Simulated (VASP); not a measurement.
# InP (F-43m) in VASP: further runs

InP is run at these levels: r2SCAN; tasks: single point.

Program: VASP 6.6.1. These are calculated values, not measurements. Logs are shortened: lines on timing, memory, paths and dates and some standing lists are left out, and cuts for length are marked.

## 1. The cell of the first run

Symmetry: F-43m, No. 216, cubic system. Conventional cell: a = 5.890 Å, b = 5.890 Å, c = 5.890 Å, α = 90.00°, β = 90.00°, γ = 90.00°. In (site symmetry -43m) has 4 P at 2.55 Å within 3.4 Å. P (site symmetry -43m) has 4 In at 2.55 Å within 3.4 Å.

## 2. Single point, r2SCAN

Contents of POSCAR:

```
InP
1.0
    0.0000000000      2.9450000000      2.9450000000
    2.9450000000      0.0000000000      2.9450000000
    2.9450000000      2.9450000000      0.0000000000
In P
1 1
Direct
    0.0000000000      0.0000000000      0.0000000000
    0.2500000000      0.2500000000      0.2500000000
```

Contents of INCAR.step1:

```
SYSTEM = InP
PREC = Accurate
ENCUT = 550
ISMEAR = 0
SIGMA = 0.1
LREAL = .False.
LASPH = .True.
NELM = 120
NBANDS = 16
GGA = PE
ALGO = Normal
EDIFF = 1E-5
LWAVE = .True.
LCHARG = .False.
GGA_COMPAT = .False.
```

Contents of INCAR.step2:

```
SYSTEM = InP
PREC = Accurate
ENCUT = 550
EDIFF = 1E-6
ISMEAR = 0
SIGMA = 0.1
LREAL = .False.
LASPH = .True.
NELM = 120
ALGO = Normal
ISIF = 2
LWAVE = .False.
LCHARG = .False.
METAGGA = R2SCAN
LMIXTAU = .True.
NBANDS = 16
ISTART = 1
GGA_COMPAT = .False.
```

Contents of KPOINTS:

```
Automatic mesh
0
Gamma
  6 6 6
  0 0 0
```

Potentials or basis: VASP PAW PBE potentials, release 64 (In_d, P).

On the command line:

```sh
$ cat potpaw_PBE.64/In_d/POTCAR potpaw_PBE.64/P/POTCAR > POTCAR
$ cp INCAR.step1 INCAR
$ mpirun -np 1 vasp_std > vasp.out
$ cp INCAR.step2 INCAR
$ mpirun -np 1 vasp_std > vasp.out
```

OUTCAR:

```text
SYSTEM = InP
   PREC = Accurate
   ENCUT = 550
   EDIFF = 1E-6
   ISMEAR = 0
   LREAL = .False.
   LASPH = .True.
   NELM = 120
   ISIF = 2
   METAGGA = R2SCAN
   ISTART = 1

 ion  position               nearest neighbor table
   1  0.000  0.000  0.000-   2 2.55   2 2.55   2 2.55   2 2.55
   2  0.250  0.250  0.250-   1 2.55   1 2.55   1 2.55   1 2.55

  LATTYP: Found a face centered cubic cell.
 ALAT       =     5.8900000000

  Lattice vectors:

 A1 = (   0.0000000000,   2.9450000000,   2.9450000000)
 A2 = (   2.9450000000,   0.0000000000,   2.9450000000)
 A3 = (   2.9450000000,   2.9450000000,   0.0000000000)

Analysis of symmetry for initial positions (statically):
=====================================================================
 Subroutine PRICEL returns:
 Original cell was already a primitive cell.

 Routine SETGRP: Setting up the symmetry group for a
 face centered cubic supercell.

 Subroutine GETGRP returns: Found 24 space group operations
 (whereof 24 operations were pure point group operations)
 out of a pool of 48 trial point group operations.

The static configuration has the point symmetry T_d .

Analysis of symmetry for dynamics (positions and initial velocities):
=====================================================================
 Subroutine PRICEL returns:
 Original cell was already a primitive cell.

 Routine SETGRP: Setting up the symmetry group for a
 face centered cubic supercell.

 Subroutine GETGRP returns: Found 24 space group operations
 (whereof 24 operations were pure point group operations)
 out of a pool of 48 trial point group operations.

The dynamic configuration has the point symmetry T_d .

 Subroutine INISYM returns: Found 24 space group operations
 (whereof 24 operations are pure point group operations),
 and found     1 'primitive' translations

----------------------------------------------------------------------------------------

                                     Primitive cell

  volume of cell :      51.0841

  direct lattice vectors                    reciprocal lattice vectors
     0.000000000  2.945000000  2.945000000    -0.169779287  0.169779287  0.169779287
     2.945000000  0.000000000  2.945000000     0.169779287 -0.169779287  0.169779287
     2.945000000  2.945000000  0.000000000     0.169779287  0.169779287 -0.169779287

  length of vectors
     4.164858941  4.164858941  4.164858941     0.294066351  0.294066351  0.294066351

  position of ions in fractional coordinates (direct lattice)
     0.000000000  0.000000000  0.000000000
     0.250000000  0.250000000  0.250000000

  ion indices of the primitive-cell ions
   primitive index   ion index
                 1           1
                 2           2

----------------------------------------------------------------------------------------

 KPOINTS: Automatic mesh

Automatic generation of k-mesh.
 Grid dimensions read from file:
 generate k-points for:    6    6    6

 Generating k-lattice:

  Cartesian coordinates                     Fractional coordinates (reciprocal lattice)
    -0.028296548  0.028296548  0.028296548     0.166666667  0.000000000  0.000000000
     0.028296548 -0.028296548  0.028296548     0.000000000  0.166666667  0.000000000
     0.028296548  0.028296548 -0.028296548     0.000000000  0.000000000  0.166666667

  Length of vectors
     0.049011059  0.049011059  0.049011059

  Shift w.r.t. Gamma in fractional coordinates (k-lattice)
     0.000000000  0.000000000  0.000000000

 Subroutine IBZKPT returns following result:
 ===========================================

 Found     16 irreducible k-points:

 Following reciprocal coordinates:
            Coordinates               Weight
  0.000000  0.000000  0.000000      1.000000
  0.166667  0.000000  0.000000      8.000000
  0.333333  0.000000  0.000000      8.000000
  0.500000  0.000000  0.000000      4.000000
  0.166667  0.166667  0.000000      6.000000
  0.333333  0.166667  0.000000     24.000000
[... 8 lines left out ...]
 -0.333333  0.333333  0.166667     24.000000
 -0.333333  0.500000  0.166667     12.000000
   k-points           NKPTS =     16   k-points in BZ     NKDIM =     16   number of bands    NBANDS=     16
   number of dos      NEDOS =    301   number of ions     NIONS =      2
   total plane-waves  NPLWV =  32768
   dimension x,y,z NGX =    32 NGY =   32 NGZ =   32
   dimension x,y,z NGXF=    64 NGYF=   64 NGZF=   64
   ions per type =               1   1
   NGX,Y,Z   is equivalent  to a cutoff of  12.77, 12.77, 12.77 a.u.
   NGXF,Y,Z  is equivalent  to a cutoff of  25.55, 25.55, 25.55 a.u.
 SYSTEM =  InP
   PREC   = accura    normal or accurate (medium, high low for compatibility)
   ISTART =      1    job   : 0-new  1-cont  2-samecut
   ICHARG =      0    charge: 1-file 2-atom 10-const
   ISPIN  =      1    spin polarized calculation?
   LNONCOLLINEAR =      F non collinear calculations
   LSORBIT =      F    spin-orbit coupling
   LASPH  =      T    aspherical Exc in radial PAW
   ENCUT  =  550.0 eV  40.42 Ry    6.36 a.u.   7.96  7.96  7.96*2*pi/ulx,y,z
   NELM   =    120;   NELMIN=  2; NELMDL=  0     # of ELM steps
   EDIFF  = 0.1E-05   stopping-criterion for ELM
   LREAL  =      F    real-space projection
   EDIFFG = 0.1E-04   stopping-criterion for IOM
   NSW    =      0    number of steps for IOM
   IBRION =     -1    ionic relax: 0-MD 1-quasi-New 2-CG
   NFREE  =      0    steps in history (QN), initial steepest desc. (CG)
   ISIF   =      2    stress and relaxation
   ISYM   =      2    0-nonsym 1-usesym 2-fastsym
   POTIM  = 0.5000    time-step for ionic-motion
   TEBEG  =    0.0;   TEEND  =   0.0 temperature during run
   PSTRESS=    0.0 pullay stress
   NELECT =      18.0000    total number of electrons
   NUPDOWN=      -1.0000    fix difference up-down
   EMIN   =  10.00;   EMAX   =-10.00  energy-range for DOS
   EFERMI =   0.00;   METHOD = LEGACY
   ISMEAR =     0;   SIGMA  =   0.10  broadening in eV -4-tet -1-fermi 0-gaus
   EFERMI_NEDOS =   21; number of points for ismear=-14 and -15
   IALGO  =     38    algorithm
   IMIX   =      4    mixing-type and parameters
     AMIX     =   0.40;   BMIX     =  1.00
     AMIX_MAG =   1.60;   BMIX_MAG =  1.00
  volume/ion in A,a.u.               =      25.54       172.37
  Fermi-wavevector in a.u.,A,eV,Ry     =   1.156300  2.185089 18.191380  1.337029
  Thomas-Fermi vector in A             =   2.292921
   LORBIT       =      0    0 simple, 1 ext, 2 COOP (PROOUT), +10 PAW based schemes
   METAGGA = R2SCAN    functional components
   LHFCALC =     F    Hartree Fock is set to
   AEXX    =    0.0000 exact exchange contribution
   IVDW    =     0    specifies the selected vdW correction
   LEPSILON=     F    determine dielectric tensor
   LRPA    =     F    only Hartree local field effects (RPA)
 non-spin polarized calculation
 Gauss-broadening in eV      SIGMA  =   0.10
  energy-cutoff  :      550.00
  volume of cell :       51.08
 maximum number of plane-waves:      1524
   NGX = 15   NGY = 15   NGZ = 15

 number of electron      18.0000008 magnetization

 Free energy of the ion-electron system (eV)
  ---------------------------------------------------
  ext. energy  EPLUGINS =         0.00000000
  ---------------------------------------------------
  free energy    TOTEN  =       -32.28809129 eV

  energy without entropy =      -32.28809129  energy(sigma->0) =      -32.28809129

 E-fermi :   5.3461     XC(G=0):  -9.8105

 val. band max:        4.8550863001   @ k =   0.0000   0.0000   0.0000
 cond. band min:       5.9363247872   @ k =   0.0000   0.0000   0.0000
 fundamental gap:      1.0812384871
 Fermi energy:         5.3461398021

 k-point     1 :       0.0000    0.0000    0.0000
  band No.  band energies     occupation
      1      -9.7783      2.00000
      2      -9.7783      2.00000
      3      -9.7783      2.00000
      4      -9.6072      2.00000
      5      -9.6072      2.00000
      6      -7.0416      2.00000
[... 8 lines left out ...]
     15      14.7508      0.00000
     16      14.7508      0.00000

 k-point     2 :       0.1667    0.0000    0.0000
  band No.  band energies     occupation
      1      -9.8128      2.00000
      2      -9.7655      2.00000
      3      -9.7655      2.00000
      4      -9.6067      2.00000
      5      -9.6067      2.00000
      6      -6.7188      2.00000
[... 8 lines left out ...]
     15      13.9089      0.00000
     16      14.8271      0.00000

 k-point     3 :       0.3333    0.0000    0.0000
  band No.  band energies     occupation
      1      -9.8758      2.00000
      2      -9.7442      2.00000
      3      -9.7442      2.00000
      4      -9.6007      2.00000
      5      -9.6007      2.00000
      6      -5.8922      2.00000
[... 8 lines left out ...]
     15      14.4279      0.00000
     16      14.4279      0.00000

 k-point     4 :       0.5000    0.0000    0.0000
  band No.  band energies     occupation
      1      -9.9051      2.00000
      2      -9.7365      2.00000
      3      -9.7365      2.00000
      4      -9.5947      2.00000
      5      -9.5947      2.00000
      6      -5.2852      2.00000
[... 8 lines left out ...]
     15      16.0522      0.00000
     16      16.0522      0.00000

 k-point     5 :       0.1667    0.1667    0.0000
  band No.  band energies     occupation
      1      -9.8363      2.00000
      2      -9.7524      2.00000
      3      -9.7524      2.00000
      4      -9.6179      2.00000
      5      -9.5983      2.00000
      6      -6.6128      2.00000
[... 8 lines left out ...]
     15      15.0170      0.00000
     16      15.8804      0.00000

 k-point     6 :       0.3333    0.1667    0.0000
  band No.  band energies     occupation
      1      -9.8859      2.00000
      2      -9.7335      2.00000
      3      -9.7284      2.00000
      4      -9.6226      2.00000
      5      -9.5908      2.00000
      6      -5.9460      2.00000
[... 8 lines left out ...]
     15      15.3202      0.00000
     16      16.1336      0.00000

 k-point     7 :       0.5000    0.1667    0.0000
  band No.  band energies     occupation
      1      -9.9145      2.00000
      2      -9.7275      2.00000
      3      -9.7184      2.00000
      4      -9.6118      2.00000
      5      -9.5909      2.00000
      6      -5.1639      2.00000
[... 8 lines left out ...]
     15      16.1033      0.00000
     16      16.4090      0.00000

 k-point     8 :      -0.3333    0.1667    0.0000
  band No.  band energies     occupation
      1      -9.9019      2.00000
      2      -9.7307      2.00000
      3      -9.7269      2.00000
      4      -9.6044      2.00000
      5      -9.6004      2.00000
      6      -5.3815      2.00000
[... 8 lines left out ...]
     15      15.4266      0.00000
     16      16.5620      0.00000

 k-point     9 :      -0.1667    0.1667    0.0000
  band No.  band energies     occupation
      1      -9.8563      2.00000
      2      -9.7505      2.00000
      3      -9.7436      2.00000
      4      -9.6121      2.00000
      5      -9.5998      2.00000
      6      -6.2220      2.00000
[... 8 lines left out ...]
     15      14.8122      0.00000
     16      16.3585      0.00000

 k-point    10 :       0.3333    0.3333    0.0000
  band No.  band energies     occupation
      1      -9.9324      2.00000
      2      -9.6987      2.00000
      3      -9.6987      2.00000
      4      -9.6435      2.00000
      5      -9.5804      2.00000
      6      -5.5038      2.00000
[... 8 lines left out ...]
     15      15.6985      0.00000
     16      18.7662      0.00000

 k-point    11 :       0.5000    0.3333    0.0000
  band No.  band energies     occupation
      1      -9.9511      2.00000
      2      -9.6935      2.00000
      3      -9.6852      2.00000
      4      -9.6423      2.00000
      5      -9.5797      2.00000
      6      -4.8446      2.00000
[... 8 lines left out ...]
     15      16.2745      0.00000
     16      17.4914      0.00000

 k-point    12 :      -0.3333    0.3333    0.0000
  band No.  band energies     occupation
      1      -9.9322      2.00000
      2      -9.7127      2.00000
      3      -9.6967      2.00000
      4      -9.6215      2.00000
      5      -9.5946      2.00000
      6      -4.7721      2.00000
[... 8 lines left out ...]
     15      14.5411      0.00000
     16      18.6288      0.00000

 k-point    13 :       0.5000    0.5000    0.0000
  band No.  band energies     occupation
      1      -9.9741      2.00000
      2      -9.6709      2.00000
      3      -9.6709      2.00000
      4      -9.6577      2.00000
      5      -9.5714      2.00000
      6      -4.6235      2.00000
[... 8 lines left out ...]
     15      16.1760      0.00000
     16      17.2356      0.00000

 k-point    14 :       0.5000    0.3333    0.1667
  band No.  band energies     occupation
      1      -9.9201      2.00000
      2      -9.7206      2.00000
      3      -9.7028      2.00000
      4      -9.6267      2.00000
      5      -9.5887      2.00000
      6      -5.2522      2.00000
[... 8 lines left out ...]
     15      16.5411      0.00000
     16      17.2119      0.00000

 k-point    15 :      -0.3333    0.3333    0.1667
  band No.  band energies     occupation
      1      -9.9312      2.00000
      2      -9.7201      2.00000
      3      -9.6913      2.00000
      4      -9.6215      2.00000
      5      -9.5935      2.00000
      6      -4.7711      2.00000
[... 8 lines left out ...]
     15      16.5495      0.00000
     16      17.0231      0.00000

 k-point    16 :      -0.3333    0.5000    0.1667
  band No.  band energies     occupation
      1      -9.9509      2.00000
      2      -9.7024      2.00000
      3      -9.6763      2.00000
      4      -9.6373      2.00000
      5      -9.5847      2.00000
      6      -4.5664      2.00000
[... 8 lines left out ...]
     15      16.6784      0.00000
     16      17.4424      0.00000

------------------------ aborting loop because EDIFF is reached ----------------------------------------

  FORCE on cell =-STRESS in cart. coord.  units (eV):
  Direction    XX          YY          ZZ          XY          YZ          ZX
  --------------------------------------------------------------------------------------
  -------------------------------------------------------------------------------------
  Total        0.1606494      0.1606494      0.1606494     -0.0000000      0.0000000     -0.0000000
  in kB        5.0385307      5.0385307      5.0385307     -0.0000000      0.0000000     -0.0000000
  external PRESSURE =       5.0385307 kB  Pullay stress =       0.0000000 kB

 VOLUME and BASIS-vectors are now :
 -----------------------------------------------------------------------------
  energy-cutoff  :      550.00
  volume of cell :       51.08
      direct lattice vectors                 reciprocal lattice vectors
     0.000000000  2.945000000  2.945000000    -0.169779287  0.169779287  0.169779287
     2.945000000  0.000000000  2.945000000     0.169779287 -0.169779287  0.169779287
     2.945000000  2.945000000  0.000000000     0.169779287  0.169779287 -0.169779287

 POSITION                                       TOTAL-FORCE (eV/Angst)
 -----------------------------------------------------------------------------------
      0.00000      0.00000      0.00000        -0.000000     -0.000000     -0.000000
      1.47250      1.47250      1.47250         0.000000      0.000000      0.000000
 -----------------------------------------------------------------------------------
    total drift:                               -0.000000     -0.000000     -0.000000

  FREE ENERGIE OF THE ION-ELECTRON SYSTEM (eV)
  ---------------------------------------------------
  free  energy   TOTEN  =       -32.2880912931 eV

  energy  without entropy=      -32.2880912931  energy(sigma->0) =      -32.28809129
```

It took 1.8 min on 1 thread of Intel Xeon 8259CL, shared host; peak memory 0.18 GiB.

What came out:

```yaml
Free_energy: -32.2881 eV
Pressure: 0.5 GPa
Band_gap_on_the_k_mesh: 1.08 eV
```

Levels at points of the mesh, in eV from the valence-band top:
```tsv
k point	band 5	band 6	band 7	band 8	band 9	band 10	band 11	band 12	band 13	band 14
(0.00, 0.00, 0.00)	-14.46	-11.90	0.00	0.00	0.00	1.08	4.44	4.44	4.44	9.04
(0.50, 0.00, 0.00)	-14.45	-10.14	-5.80	-0.99	-0.99	1.82	5.16	5.16	7.51	10.02
(0.50, 0.50, 0.00)	-14.43	-9.48	-5.81	-2.36	-2.36	2.03	2.55	9.79	10.21	10.21
```

Caveat: the PAW data sets were made with another functional, which shifts forces and pressure a little; spin-orbit coupling is left out, which moves the levels of the heavy elements.

## 3. Single point, r2SCAN

This run uses another cell than the first one, of 25.77 Å³/atom.

Contents of POSCAR:

```
InP
1.0
    0.0000000000      2.9537390380      2.9537390380
    2.9537390380      0.0000000000      2.9537390380
    2.9537390380      2.9537390380      0.0000000000
In P
1 1
Direct
    0.0000000000      0.0000000000      0.0000000000
    0.2500000000      0.2500000000      0.2500000000
```

Contents of INCAR.step1:

```
SYSTEM = InP
ALGO     = Normal         ! electronic algorithm
EDIFF    = 1E-5           ! SCF threshold, eV
ENCUT    = 550            ! plane-wave cutoff, eV
GGA      = PE             ! functional
GGA_COMPAT= .False.      
ISMEAR   = 0              ! smearing method
LASPH    = .True.         ! aspherical terms in the spheres
LCHARG   = .False.        ! write CHGCAR
LREAL    = .False.        ! projectors in reciprocal space
LWAVE    = .True.         ! write WAVECAR
NBANDS   = 16             ! bands
NELM     = 120            ! most SCF steps
PREC     = Accurate       ! precision mode
SIGMA    = 0.02           ! smearing width, eV
```

Contents of INCAR.step2:

```
SYSTEM = InP
ALGO     = Normal         ! electronic algorithm
EDIFF    = 1E-6           ! SCF threshold, eV
ENCUT    = 550            ! plane-wave cutoff, eV
GGA_COMPAT= .False.      
ISIF     = 2              ! what is computed and relaxed
ISMEAR   = 0              ! smearing method
ISTART   = 1            
LASPH    = .True.         ! aspherical terms in the spheres
LCHARG   = .True.         ! write CHGCAR
LELF     = .True.         ! ELF
LMIXTAU  = .True.       
LREAL    = .False.        ! projectors in reciprocal space
LVHAR    = .True.       
LWAVE    = .False.        ! write WAVECAR
METAGGA  = R2SCAN         ! meta-GGA
NBANDS   = 16             ! bands
NELM     = 120            ! most SCF steps
PREC     = Accurate       ! precision mode
SIGMA    = 0.02           ! smearing width, eV
```

Contents of KPOINTS:

```
k-points
0
Gamma
  8 8 8
  0 0 0
```

Potentials or basis: VASP PAW PBE potentials, release 64 (In_d, P).

On the command line:

```sh
$ cat potpaw_PBE.64/In_d/POTCAR potpaw_PBE.64/P/POTCAR > POTCAR
$ cp INCAR.step1 INCAR
$ mpirun -np 1 vasp_std > vasp.out
$ cp INCAR.step2 INCAR
$ mpirun -np 1 vasp_std > vasp.out
```

It took 2.4 min on 1 thread of Intel Xeon 8259CL, shared host; peak memory 0.19 GiB.

Results (log left out):

```yaml
Free_energy: -32.2977 eV
Pressure: -0.1 GPa
Band_gap_on_the_k_mesh: 1.03 eV
```

Levels at points of the mesh, in eV from the valence-band top:
```tsv
k point	band 6	band 7	band 8	band 9	band 10	band 11	band 12	band 13
(0.00, 0.00, 0.00)	-11.84	0.00	0.00	0.00	1.03	4.44	4.44	4.44
(0.50, 0.00, 0.00)	-10.11	-5.75	-0.97	-0.97	1.80	5.16	5.16	7.50
(0.50, 0.50, 0.00)	-9.46	-5.77	-2.33	-2.33	2.04	2.55	9.73	10.15
```

Caveat: the PAW data sets were made with another functional, which shifts forces and pressure a little; spin-orbit coupling is left out, which moves the levels of the heavy elements.
